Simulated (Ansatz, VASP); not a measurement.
# TaN: VASP beside Ansatz

```
Ta N
1.0
     0.00000    2.53993    2.20863
     2.20863    0.00000    2.20863
     2.20863    2.53993    0.00000
Ta N
1 1
Direct
  0.50000 0.50000 0.50000
  0.00000 0.00000 0.00000
```

Change from the starting cell: strain +0.1500 x Voigt [0, 1, 0, 0, 0, 0], atoms carried along.

Alike in both runs: task single point; functional PBE; k mesh 24 × 24 × 24; occupations gaussian, width 0.15 eV; no spin polarisation.

|  | VASP | Ansatz |
| --- | --- | --- |
| version | VASP 6.6.1 | Ansatz 0.2.0 |
| potentials or method | VASP PAW PBE potentials, release 64 (Ta_pv, N), cutoff 520 eV | scalar-relativistic, plane waves, PAW |
| valence electrons in the cell | 16 | 18 |

Ansatz gave:

| Quantity | Value |
| --- | --- |
| gap on the k mesh at the Fermi level (eV) | none |
| pressure (GPa) | -23.8 |
| traceless stress, the component that is largest in VASP (GPa) | -5.95 |

Problem. Which values does VASP return?

Solution. gap on the k mesh at the Fermi level (eV): none; pressure (GPa): -23.5; traceless stress, the component that is largest in VASP (GPa): -6.20.

A gap of «none» marks a metal or a gap that the smearing closes. The functional is the same, so the differences come from potentials, cutoffs and numerics. VASP's potentials hold 16 valence electrons a cell and Ansatz's 18, so a difference there can come from the potentials and not from the codes.

Spin-orbit coupling is off throughout.
